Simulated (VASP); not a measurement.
# Ga3O2 (Pm-3m) in VASP: notebook

Ga3O2 is run at these levels: PBE; tasks: single point, relaxation of cell and atoms.

Program: VASP 6.6.1. These are calculated values, not measurements. Logs are shortened: lines on timing, memory, paths and dates and some standing lists are left out, and cuts for length are marked.

## Step 1: The cell of the first run

It takes space group Pm-3m (No. 221, cubic). The conventional cell has a = 4.145 Å, b = 4.145 Å, c = 4.145 Å, α = 90.00°, β = 90.00°, γ = 90.00°. Within 2.7 Å of Ga (site symmetry 4/mmm) lie 2 O at 2.07 Å. O (site symmetry m-3m) has 12 Ga at 2.93 Å and 8 O at 3.59 Å within 3.9 Å. O (site symmetry m-3m) has 6 Ga at 2.07 Å within 2.7 Å.

## Step 2: Single point, PBE

File INCAR:

```
SYSTEM = Ga3O2
ALGO = Normal
EDIFF = 1E-7
ENCUT = 520
GGA = PE
ISIF = 2
ISMEAR = 0
LASPH = .True.
LCHARG = .True.
LELF = .True.
LREAL = .False.
LVHAR = .True.
LWAVE = .False.
NBANDS = 34
NELM = 80
PREC = Accurate
SIGMA = 0.1
```

File KPOINTS:

```
k-points
0
Gamma
  4 4 4
  0 0 0
```

File POSCAR:

```
Ga3O2
1.0
    4.1451982300      0.0000000000      0.0000000000
    0.0000000000      4.1451982300      0.0000000000
    0.0000000000      0.0000000000      4.1451982300
Ga O
3 2
Direct
    0.0000000000      0.5000000000      0.5000000000
    0.5000000000      0.0000000000      0.5000000000
    0.5000000000      0.5000000000      0.0000000000
    0.0000000000      0.0000000000      0.0000000000
    0.5000000000      0.5000000000      0.5000000000
```

Potentials or basis: VASP PAW PBE potentials, release 64 (Ga_d, O).

Command:

```bash
$ cat potpaw_PBE.64/Ga_d/POTCAR potpaw_PBE.64/O/POTCAR > POTCAR
$ mpirun -np 1 vasp_std > vasp.out
```

OUTCAR:

```text
SYSTEM = Ga3O2
   EDIFF = 1E-7
   ENCUT = 520
   GGA = PE
   ISIF = 2
   ISMEAR = 0
   LASPH = .True.
   LREAL = .False.
   NELM = 80
   PREC = Accurate

 ion  position               nearest neighbor table
   1  0.000  0.500  0.500-   5 2.07   5 2.07
   2  0.500  0.000  0.500-   5 2.07   5 2.07
   3  0.500  0.500  0.000-   5 2.07   5 2.07
   4  0.000  0.000  0.000-
   5  0.500  0.500  0.500-   1 2.07   2 2.07   3 2.07   3 2.07   2 2.07   1 2.07

  LATTYP: Found a simple cubic cell.
 ALAT       =     4.1451982300

  Lattice vectors:

 A1 = (   4.1451982300,   0.0000000000,   0.0000000000)
 A2 = (   0.0000000000,   4.1451982300,   0.0000000000)
 A3 = (   0.0000000000,   0.0000000000,   4.1451982300)

Analysis of symmetry for initial positions (statically):
=====================================================================
 Subroutine PRICEL returns:
 Original cell was already a primitive cell.

 Routine SETGRP: Setting up the symmetry group for a
 simple cubic supercell.

 Subroutine GETGRP returns: Found 48 space group operations
 (whereof 48 operations were pure point group operations)
 out of a pool of 48 trial point group operations.

The static configuration has the point symmetry O_h .

Analysis of symmetry for dynamics (positions and initial velocities):
=====================================================================
 Subroutine PRICEL returns:
 Original cell was already a primitive cell.

 Routine SETGRP: Setting up the symmetry group for a
 simple cubic supercell.

 Subroutine GETGRP returns: Found 48 space group operations
 (whereof 48 operations were pure point group operations)
 out of a pool of 48 trial point group operations.

The dynamic configuration has the point symmetry O_h .

 Subroutine INISYM returns: Found 48 space group operations
 (whereof 48 operations are pure point group operations),
 and found     1 'primitive' translations

----------------------------------------------------------------------------------------

                                     Primitive cell

  volume of cell :      71.2256

  direct lattice vectors                    reciprocal lattice vectors
[... 74 lines left out ...]
   LSORBIT =      F    spin-orbit coupling
   LASPH  =      T    aspherical Exc in radial PAW
   ENCUT  =  520.0 eV  38.22 Ry    6.18 a.u.   7.71  7.71  7.71*2*pi/ulx,y,z
   NELM   =     80;   NELMIN=  2; NELMDL= -5     # of ELM steps
   EDIFF  = 0.1E-06   stopping-criterion for ELM
   LREAL  =      F    real-space projection
   EDIFFG = 0.1E-05   stopping-criterion for IOM
   NSW    =      0    number of steps for IOM
   IBRION =     -1    ionic relax: 0-MD 1-quasi-New 2-CG
   NFREE  =      0    steps in history (QN), initial steepest desc. (CG)
   ISIF   =      2    stress and relaxation
   ISYM   =      2    0-nonsym 1-usesym 2-fastsym
   POTIM  = 0.5000    time-step for ionic-motion
   TEBEG  =    0.0;   TEEND  =   0.0 temperature during run
   PSTRESS=    0.0 pullay stress
   NELECT =      51.0000    total number of electrons
   NUPDOWN=      -1.0000    fix difference up-down
   EMIN   =  10.00;   EMAX   =-10.00  energy-range for DOS
   EFERMI =   0.00;   METHOD = LEGACY
   ISMEAR =     0;   SIGMA  =   0.10  broadening in eV -4-tet -1-fermi 0-gaus
   EFERMI_NEDOS =   21; number of points for ismear=-14 and -15
   IALGO  =     38    algorithm
   IMIX   =      4    mixing-type and parameters
     AMIX     =   0.40;   BMIX     =  1.00
     AMIX_MAG =   1.60;   BMIX_MAG =  1.00
  volume/ion in A,a.u.               =      14.25        96.13
  Fermi-wavevector in a.u.,A,eV,Ry     =   1.464602  2.767696 29.185295  2.145059
  Thomas-Fermi vector in A             =   2.580558
   LORBIT       =      0    0 simple, 1 ext, 2 COOP (PROOUT), +10 PAW based schemes
   GGA     = PE    functional components
   LHFCALC =     F    Hartree Fock is set to
   AEXX    =    0.0000 exact exchange contribution
   IVDW    =     0    specifies the selected vdW correction
   LEPSILON=     F    determine dielectric tensor
   LRPA    =     F    only Hartree local field effects (RPA)
 non-spin polarized calculation
 Gauss-broadening in eV      SIGMA  =   0.10
  energy-cutoff  :      520.00
  volume of cell :       71.23
 maximum number of plane-waves:      1936
 NGX is ok and might be reduce to    32
   NGX = 15   NGY = 15   NGZ = 15

 number of electron      50.9999973 magnetization

 Free energy of the ion-electron system (eV)
  ---------------------------------------------------
  ext. energy  EPLUGINS =         0.00000000
  ---------------------------------------------------
  free energy    TOTEN  =       -17.84538777 eV

  energy without entropy =      -17.81572482  energy(sigma->0) =      -17.83055629

 E-fermi :   5.0595     XC(G=0): -11.0943

 val. band max:        5.0443215933   @ k =   0.5000   0.2500   0.0000
 cond. band min:       5.0614639109   @ k =   0.2500   0.2500   0.0000
 fundamental gap:      0.0171423175
 Fermi energy:         5.0595218261

 k-point     1 :       0.0000    0.0000    0.0000
  band No.  band energies     occupation
      1     -16.3228      2.00000
      2     -11.6902      2.00000
      3      -9.9844      2.00000
      4      -9.9844      2.00000
      5      -9.9844      2.00000
      6      -9.8407      2.00000
[... 359 lines left out ...]
     33      14.2339      0.00000
     34      16.2583      0.00000

------------------------ aborting loop because EDIFF is reached ----------------------------------------

  FORCE on cell =-STRESS in cart. coord.  units (eV):
  Direction    XX          YY          ZZ          XY          YZ          ZX
  --------------------------------------------------------------------------------------
  -------------------------------------------------------------------------------------
  Total        6.9089230      6.9089230      6.9089230     -0.0000000      0.0000000      0.0000000
  in kB      155.4121697    155.4121697    155.4121697     -0.0000000      0.0000000      0.0000000
  external PRESSURE =     155.4121697 kB  Pullay stress =       0.0000000 kB

 VOLUME and BASIS-vectors are now :
 -----------------------------------------------------------------------------
  energy-cutoff  :      520.00
  volume of cell :       71.23
      direct lattice vectors                 reciprocal lattice vectors
     4.145198230  0.000000000  0.000000000     0.241242986  0.000000000  0.000000000
     0.000000000  4.145198230  0.000000000     0.000000000  0.241242986  0.000000000
     0.000000000  0.000000000  4.145198230     0.000000000  0.000000000  0.241242986

 POSITION                                       TOTAL-FORCE (eV/Angst)
 -----------------------------------------------------------------------------------
      0.00000      2.07260      2.07260         0.000000      0.000000      0.000000
      2.07260      0.00000      2.07260         0.000000      0.000000      0.000000
      2.07260      2.07260      0.00000         0.000000      0.000000      0.000000
      0.00000      0.00000      0.00000         0.000000      0.000000      0.000000
      2.07260      2.07260      2.07260         0.000000      0.000000      0.000000
 -----------------------------------------------------------------------------------
    total drift:                                0.000000     -0.000000     -0.000000

  FREE ENERGIE OF THE ION-ELECTRON SYSTEM (eV)
  ---------------------------------------------------
  free  energy   TOTEN  =       -17.8453877710 eV

  energy  without entropy=      -17.8157248188  energy(sigma->0) =      -17.83055629
```

Wall time 11 s (1 thread of Intel Xeon 6975P-C (Granite Rapids), shared host); peak memory 0.17 GiB.

Results:

```
Free energy : -17.8454 eV
Pressure    : 15.5 GPa
```

Caveat: the k points lie up to 0.38 Å⁻¹ apart; an odd number of electrons without spin polarisation forces a metal; a magnetic or distorted state may lie lower.

(Continued in part 2 of 2.)
